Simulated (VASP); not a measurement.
# CsI (Pm-3m) in VASP: a series of runs

CsI is run at these levels: HSE06, LDA, PBEsol, r2SCAN; tasks: single point.

All numbers are computed with VASP 6.6.1; they aren't measurements. Logs are shortened: lines on timing, memory, paths and dates and some standing lists are left out, and cuts for length are marked.

**1. The cell of the first run**

Symmetry: Pm-3m, No. 221, cubic system. Conventional cell: a = 4.608 Å, b = 4.608 Å, c = 4.608 Å, α = 90.00°, β = 90.00°, γ = 90.00°. Cs (site symmetry m-3m) has 8 I at 3.99 Å and 6 Cs at 4.61 Å within 5.2 Å. I (site symmetry m-3m) has 8 Cs at 3.99 Å and 6 I at 4.61 Å within 5.2 Å.

**2. Single point, HSE06, non-collinear spin, zero start, spin-orbit coupling**

The input, POSCAR:

```
CsI
1.0
    4.6080836004      0.0000000000      0.0000000000
    0.0000000000      4.6080836004      0.0000000000
    0.0000000000      0.0000000000      4.6080836004
Cs I
1 1
Direct
    0.0000000000      0.0000000000      0.0000000000
    0.5000000000      0.5000000000      0.5000000000
```

The input, INCAR.step1:

```
  PREC = Accurate
  ENCUT = 400
  EDIFF = 1E-5
  ISMEAR = 0
  SIGMA = 0.01
  LREAL = False
  LASPH = True
  NELM = 200
  ALGO = Normal
  ISIF = 2
  LWAVE = True
  LCHARG = False
  MAGMOM = 0 0 0 0 0 0
  LORBIT = 11
  LSORBIT = True
  GGA_COMPAT = False
  LORBMOM = True
  GGA = PE
  NBANDS = 28
  KPAR = 4
```

The input, INCAR.step2:

```
  PREC = Accurate
  ENCUT = 400
  EDIFF = 1E-6
  ISMEAR = 0
  SIGMA = 0.01
  LREAL = False
  LASPH = True
  NELM = 200
  ALGO = Normal
  ISIF = 2
  LWAVE = False
  LCHARG = False
  MAGMOM = 0 0 0 0 0 0
  LORBIT = 11
  LSORBIT = True
  GGA_COMPAT = False
  LORBMOM = True
  GGA = PE
  LHFCALC = True
  HFSCREEN = 0.2079
  PRECFOCK = Normal
  ISTART = 1
  NBANDS = 28
  KPAR = 4
```

The input, KPOINTS:

```
regular mesh
0
Gamma
  4 4 4
```

Potentials or basis: VASP PAW PBE potentials, release 64 (Cs_sv, I).

The run is started by

```sh
$ cat potpaw_PBE.64/Cs_sv/POTCAR potpaw_PBE.64/I/POTCAR > POTCAR
$ cp INCAR.step1 INCAR
$ mpirun -np 4 vasp_ncl > vasp.out
$ cp INCAR.step2 INCAR
$ mpirun -np 4 vasp_ncl > vasp.out
```

OUTCAR:

```text
PREC = Accurate
   ENCUT = 400
   EDIFF = 1E-6
   ISMEAR = 0
   LREAL = False
   LASPH = True
   NELM = 200
   ISIF = 2
   LORBIT = 11
   LSORBIT = True
   GGA = PE
   LHFCALC = True
   HFSCREEN = 0.2079
   PRECFOCK = Normal
   ISTART = 1

 ion  position               nearest neighbor table
   1  0.000  0.000  0.000-
   2  0.500  0.500  0.500-

  LATTYP: Found a simple cubic cell.
 ALAT       =     4.6080836004

  Lattice vectors:

 A1 = (   4.6080836004,   0.0000000000,   0.0000000000)
 A2 = (   0.0000000000,   4.6080836004,   0.0000000000)
 A3 = (   0.0000000000,   0.0000000000,   4.6080836004)

Analysis of symmetry for initial positions (statically):
=====================================================================
 Subroutine PRICEL returns:
 Original cell was already a primitive cell.

 Routine SETGRP: Setting up the symmetry group for a
 simple cubic supercell.

 Subroutine GETGRP returns: Found 48 space group operations
 (whereof 48 operations were pure point group operations)
 out of a pool of 48 trial point group operations.

The static configuration has the point symmetry O_h .

Analysis of symmetry for dynamics (positions and initial velocities):
=====================================================================
 Subroutine PRICEL returns:
 Original cell was already a primitive cell.

 Routine SETGRP: Setting up the symmetry group for a
 simple cubic supercell.

 Subroutine GETGRP returns: Found 48 space group operations
 (whereof 48 operations were pure point group operations)
 out of a pool of 48 trial point group operations.

The dynamic configuration has the point symmetry O_h .

Analysis of structural, dynamic, and magnetic symmetry:
=====================================================================
 Subroutine PRICEL returns:
 Original cell was already a primitive cell.

 Routine SETGRP: Setting up the symmetry group for a
 simple cubic supercell.

 Subroutine GETGRP returns: Found 48 space group operations
 (whereof 48 operations were pure point group operations)
 out of a pool of 48 trial point group operations.

The overall configuration has the point symmetry O_h .

 Subroutine INISYM returns: Found 48 space group operations
 (whereof 48 operations are pure point group operations),
 and found     1 'primitive' translations

----------------------------------------------------------------------------------------

                                     Primitive cell

  volume of cell :      97.8500

  direct lattice vectors                    reciprocal lattice vectors
     4.608083600  0.000000000  0.000000000     0.217009952  0.000000000  0.000000000
     0.000000000  4.608083600  0.000000000     0.000000000  0.217009952  0.000000000
     0.000000000  0.000000000  4.608083600     0.000000000  0.000000000  0.217009952

  length of vectors
     4.608083600  4.608083600  4.608083600     0.217009952  0.217009952  0.217009952

  position of ions in fractional coordinates (direct lattice)
     0.000000000  0.000000000  0.000000000
     0.500000000  0.500000000  0.500000000

  ion indices of the primitive-cell ions
   primitive index   ion index
                 1           1
                 2           2

----------------------------------------------------------------------------------------

 KPOINTS: regular mesh

Automatic generation of k-mesh.
 Grid dimensions read from file:
 generate k-points for:    4    4    4

 Generating k-lattice:

  Cartesian coordinates                     Fractional coordinates (reciprocal lattice)
     0.054252488  0.000000000  0.000000000     0.250000000  0.000000000  0.000000000
     0.000000000  0.054252488  0.000000000     0.000000000  0.250000000  0.000000000
     0.000000000  0.000000000  0.054252488     0.000000000  0.000000000  0.250000000

  Length of vectors
     0.054252488  0.054252488  0.054252488

[... 84 lines left out ...]

 number of electron      16.0000010 magnetization       0.0000000      0.0000000      0.0000000

 Free energy of the ion-electron system (eV)
  ---------------------------------------------------
  ext. energy  EPLUGINS =         0.00000000
  ---------------------------------------------------
  free energy    TOTEN  =        -6.58589936 eV

  energy without entropy =       -6.58589936  energy(sigma->0) =       -6.58589936

 E-fermi :   0.2608     XC(G=0):  -6.4296

 val. band max:        0.1944093695   @ k =   0.0000   0.0000   0.0000
 cond. band min:       4.7257034741   @ k =   0.0000   0.0000   0.0000
 fundamental gap:      4.5312941047
 Fermi energy:         0.2608458771

 k-point     1 :       0.0000    0.0000    0.0000
  band No.  band energies     occupation
      1     -21.9253      1.00000
      2     -21.9253      1.00000
      3     -11.5559      1.00000
      4     -11.5559      1.00000
      5      -8.7242      1.00000
      6      -8.7242      1.00000
[... 299 lines left out ...]
     27       9.0285      0.00000
     28       9.0285      0.00000

------------------------ aborting loop because EDIFF is reached ----------------------------------------

  FORCE on cell =-STRESS in cart. coord.  units (eV):
  Direction    XX          YY          ZZ          XY          YZ          ZX
  --------------------------------------------------------------------------------------
  -------------------------------------------------------------------------------------
  Total        0.1246592      0.1246592      0.1246592      0.0000000      0.0000000      0.0000000
  in kB        2.0411446      2.0411446      2.0411446      0.0000000      0.0000000      0.0000000
  external PRESSURE =       2.0411446 kB  Pullay stress =       0.0000000 kB

 VOLUME and BASIS-vectors are now :
 -----------------------------------------------------------------------------
  energy-cutoff  :      400.00
  volume of cell :       97.85
      direct lattice vectors                 reciprocal lattice vectors
     4.608083600  0.000000000  0.000000000     0.217009952  0.000000000  0.000000000
     0.000000000  4.608083600  0.000000000     0.000000000  0.217009952  0.000000000
     0.000000000  0.000000000  4.608083600     0.000000000  0.000000000  0.217009952

 POSITION                                       TOTAL-FORCE (eV/Angst)
 -----------------------------------------------------------------------------------
      0.00000      0.00000      0.00000         0.000000      0.000000      0.000000
      2.30404      2.30404      2.30404         0.000000      0.000000      0.000000
 -----------------------------------------------------------------------------------
    total drift:                               -0.000000     -0.000000     -0.000000

  FREE ENERGIE OF THE ION-ELECTRON SYSTEM (eV)
  ---------------------------------------------------
  free  energy   TOTEN  =        -6.5858993580 eV

  energy  without entropy=       -6.5858993580  energy(sigma->0) =       -6.58589936

 orbital moment (x)

 # of ion     p       d       tot
 ----------------------------------------
  1         0.000   0.000   0.000
  2        -0.000  -0.000  -0.000
 ----------------------------------------
           -0.000  -0.000  -0.000

 orbital moment (y)

 # of ion     p       d       tot
 ----------------------------------------
  1         0.000   0.000   0.000
  2        -0.000   0.000  -0.000
 ----------------------------------------
           -0.000   0.000  -0.000

 orbital moment (z)

 # of ion     p       d       tot
 ----------------------------------------
  1         0.000   0.000   0.000
  2        -0.000   0.000  -0.000
 ----------------------------------------
           -0.000   0.000  -0.000

 Spin-Orbit-Coupling matrix elements

 Ion:    1  E_soc:     -0.3167916
 l=   1
     0.0000000    -0.0527437    -0.0527437
    -0.0527437     0.0000000    -0.0527437
    -0.0527437    -0.0527437     0.0000000
 l=   2
     0.0000000    -0.0000160     0.0000000    -0.0000160    -0.0000390
    -0.0000160     0.0000000    -0.0000292    -0.0000160    -0.0000097
     0.0000000    -0.0000292     0.0000000    -0.0000292     0.0000000
    -0.0000160    -0.0000160    -0.0000292     0.0000000    -0.0000097
    -0.0000390    -0.0000097     0.0000000    -0.0000097     0.0000000
 l=   3
     0.0000000     0.0000000     0.0000000     0.0000000     0.0000000     0.0000000     0.0000000
     0.0000000     0.0000000     0.0000000     0.0000000     0.0000000     0.0000000     0.0000000
     0.0000000     0.0000000     0.0000000     0.0000000     0.0000000     0.0000000     0.0000000
     0.0000000     0.0000000     0.0000000     0.0000000     0.0000000     0.0000000     0.0000000
     0.0000000     0.0000000     0.0000000     0.0000000     0.0000000     0.0000000     0.0000000
     0.0000000     0.0000000     0.0000000     0.0000000     0.0000000     0.0000000     0.0000000
     0.0000000     0.0000000     0.0000000     0.0000000     0.0000000     0.0000000     0.0000000

 Ion:    2  E_soc:     -0.2410271
 l=   1
     0.0000000    -0.0401663    -0.0401663
    -0.0401663     0.0000000    -0.0401663
    -0.0401663    -0.0401663     0.0000000
 l=   2
     0.0000000    -0.0000007     0.0000000    -0.0000007    -0.0000041
    -0.0000007     0.0000000    -0.0000031    -0.0000007    -0.0000010
     0.0000000    -0.0000031     0.0000000    -0.0000031     0.0000000
    -0.0000007    -0.0000007    -0.0000031     0.0000000    -0.0000010
    -0.0000041    -0.0000010     0.0000000    -0.0000010     0.0000000
 l=   3
     0.0000000     0.0000000     0.0000000     0.0000000     0.0000000     0.0000000     0.0000000
     0.0000000     0.0000000     0.0000000     0.0000000     0.0000000     0.0000000     0.0000000
     0.0000000     0.0000000     0.0000000     0.0000000     0.0000000     0.0000000     0.0000000
     0.0000000     0.0000000     0.0000000     0.0000000     0.0000000     0.0000000     0.0000000
     0.0000000     0.0000000     0.0000000     0.0000000     0.0000000     0.0000000     0.0000000
     0.0000000     0.0000000     0.0000000     0.0000000     0.0000000     0.0000000     0.0000000
     0.0000000     0.0000000     0.0000000     0.0000000     0.0000000     0.0000000     0.0000000

 total charge

# of ion       s       p       d       tot
------------------------------------------
    1        2.151   4.737   0.023   6.912
    2        1.493   2.921   0.002   4.415
--------------------------------------------------
tot          3.644   7.658   0.024  11.327

 magnetization (x)

# of ion       s       p       d       tot
------------------------------------------
    1       -0.000   0.000   0.000  -0.000
    2        0.000   0.000   0.000   0.000
--------------------------------------------------
tot         -0.000   0.000   0.000  -0.000

 magnetization (y)

# of ion       s       p       d       tot
------------------------------------------
    1       -0.000   0.000   0.000  -0.000
    2        0.000   0.000   0.000   0.000
--------------------------------------------------
tot         -0.000   0.000   0.000  -0.000

 magnetization (z)

# of ion       s       p       d       tot
------------------------------------------
    1       -0.000  -0.000   0.000  -0.000
    2        0.000   0.000  -0.000   0.000
--------------------------------------------------
tot         -0.000  -0.000  -0.000  -0.000
```

It took 7.6 min on 4 MPI ranks of AMD EPYC 7R13 (Zen 3), shared host; peak memory 0.38 GiB.

Results:

```
Free energy                                           : -6.5859 eV
Pressure                                              : 0.2 GPa
Net moment                                            : 0.00 μB per cell
Valence electrons inside the program's atomic spheres : Cs 6.91; I 4.42
```

Moments on the atoms (μB; x, y, z):
```
Cs  0.00 0.00 0.00
I   0.00 0.00 0.00
```

Caveat: the PAW data sets were made with another functional, which shifts forces and pressure a little.

**3. Single point, LDA**

This run uses another cell than the first one, of 42.66 Å³/atom.

The input, INCAR:

```
SYSTEM = CsI
ALGO = Normal ; EDIFF = 1E-6
ENCUT = 500 ; GGA = CA
GGA_COMPAT = .False. ; ISIF = 2
ISMEAR = -1 ; LASPH = .True.
LCHARG = .False. ; LREAL = .False.
LWAVE = .False. ; NBANDS = 15
NELM = 120 ; PREC = Accurate
SIGMA = 0.02
```

The input, KPOINTS:

```
k-points
0
Gamma
  6 6 6
  0 0 0
```

The input, POSCAR:

```
CsI
1.0
    4.4021887522      0.0000000000      0.0000000000
    0.0000000000      4.4021887522      0.0000000000
    0.0000000000      0.0000000000      4.4021887522
Cs I
1 1
Direct
    0.0000000000      0.0000000000      0.0000000000
    0.5000000000      0.5000000000      0.5000000000
```

Potentials or basis: VASP PAW LDA potentials, release 64 (Cs_sv, I).

The run is started by

```sh
$ cat potpaw_LDA.64/Cs_sv/POTCAR potpaw_LDA.64/I/POTCAR > POTCAR
$ mpirun -np 1 vasp_std > vasp.out
```

OUTCAR:

```text
SYSTEM = CsI
   EDIFF = 1E-6
   ENCUT = 500
   GGA = CA
   ISIF = 2
   ISMEAR = -1
   LASPH = .True.
   LREAL = .False.
   NELM = 120
   PREC = Accurate

 ion  position               nearest neighbor table
   1  0.000  0.000  0.000-
   2  0.500  0.500  0.500-

  LATTYP: Found a simple cubic cell.
 ALAT       =     4.4021887522

  Lattice vectors:

 A1 = (   4.4021887522,   0.0000000000,   0.0000000000)
 A2 = (   0.0000000000,   4.4021887522,   0.0000000000)
[... 538 lines left out ...]

  FORCE on cell =-STRESS in cart. coord.  units (eV):
  Direction    XX          YY          ZZ          XY          YZ          ZX
  --------------------------------------------------------------------------------------
  -------------------------------------------------------------------------------------
  Total        0.0360095      0.0360095      0.0360095     -0.0000000      0.0000000      0.0000000
  in kB        0.6762729      0.6762729      0.6762729     -0.0000000      0.0000000      0.0000000
  external PRESSURE =       0.6762729 kB  Pullay stress =       0.0000000 kB

 VOLUME and BASIS-vectors are now :
 -----------------------------------------------------------------------------
  energy-cutoff  :      500.00
  volume of cell :       85.31
      direct lattice vectors                 reciprocal lattice vectors
     4.402188752  0.000000000  0.000000000     0.227159728  0.000000000  0.000000000
     0.000000000  4.402188752  0.000000000     0.000000000  0.227159728  0.000000000
     0.000000000  0.000000000  4.402188752     0.000000000  0.000000000  0.227159728

 POSITION                                       TOTAL-FORCE (eV/Angst)
 -----------------------------------------------------------------------------------
      0.00000      0.00000      0.00000         0.000000      0.000000      0.000000
      2.20109      2.20109      2.20109         0.000000      0.000000      0.000000
 -----------------------------------------------------------------------------------
    total drift:                                0.000000      0.000000     -0.000000

  FREE ENERGIE OF THE ION-ELECTRON SYSTEM (eV)
  ---------------------------------------------------
  free  energy   TOTEN  =        -6.1871213528 eV

  energy  without entropy=       -6.1871213528  energy(sigma->0) =       -6.18712135
```

OSZICAR:

```text
N       E                     dE             d eps       ncg     rms          rms(c)
DAV:   1     0.791274585525E+02    0.79127E+02   -0.60703E+03   600   0.866E+02
DAV:   2    -0.328546066552E-01   -0.79160E+02   -0.72018E+02   903   0.138E+02
DAV:   3    -0.623836870788E+01   -0.62055E+01   -0.61741E+01   761   0.424E+01
DAV:   4    -0.631734099987E+01   -0.78972E-01   -0.78957E-01   767   0.589E+00
DAV:   5    -0.631817396239E+01   -0.83296E-03   -0.83295E-03   796   0.586E-01    0.171E+00
DAV:   6    -0.621341094808E+01    0.10476E+00   -0.74926E-02   740   0.149E+00    0.118E+00
DAV:   7    -0.618768834391E+01    0.25723E-01   -0.65175E-02   733   0.132E+00    0.475E-01
DAV:   8    -0.618724768855E+01    0.44066E-03   -0.79383E-03   684   0.453E-01    0.958E-02
DAV:   9    -0.618711321539E+01    0.13447E-03   -0.24526E-04   838   0.114E-01    0.498E-02
DAV:  10    -0.618713041627E+01   -0.17201E-04   -0.12936E-04   691   0.485E-02    0.228E-02
DAV:  11    -0.618712281966E+01    0.75966E-05   -0.49563E-05   733   0.363E-02    0.510E-03
DAV:  12    -0.618712134798E+01    0.14717E-05   -0.37371E-06   747   0.120E-02    0.132E-03
DAV:  13    -0.618712135279E+01   -0.48074E-08   -0.41633E-07   433   0.322E-03
   1 F= -.61871214E+01 E0= -.61871214E+01  d E =-.368513E-10
```

stdout:

```text
POSCAR found type information on POSCAR CsI
 POSCAR found :  2 types and       2 ions
 scaLAPACK will be used
 LDA part: xc-table for (Slater(with rela. corr.)+CA(PZ))
 , standard interpolation
 POSCAR, INCAR and KPOINTS ok, starting setup
 FFT: planning ... GRIDC
 FFT: planning ... GRID_SOFT
 FFT: planning ... GRID
 WAVECAR not read
 entering main loop
```

It took 7.3 s on 1 thread of Intel Xeon Platinum 8488C (Sapphire Rapids), shared host; peak memory 0.16 GiB.

Results:

```
Free energy            : -6.1871 eV
Pressure               : 0.1 GPa
Band gap on the k mesh : 3.77 eV (least direct gap 3.83 eV)
```

Levels at points of the mesh, in eV from the valence-band top:
```csv
k point,band 5,band 6,band 7,band 8,band 9,band 10,band 11,band 12
"(0.00, 0.00, 0.00)",-6.92,-0.06,-0.06,-0.06,3.77,3.77,3.94,7.91
"(0.50, 0.00, 0.00)",-6.81,-1.91,-0.33,-0.33,4.90,6.58,6.75,7.02
"(0.50, 0.50, 0.00)",-6.75,-0.94,-0.94,0.00,3.96,4.77,5.98,5.98
"(0.50, 0.50, 0.50)",-7.27,-1.65,-1.65,-1.65,7.36,7.36,7.36,8.28
```

Caveat: spin-orbit coupling is left out, which moves the levels of the heavy elements. As with any semilocal functional, this LDA gap is likely too small.

(Continued in part 2 of 2.)
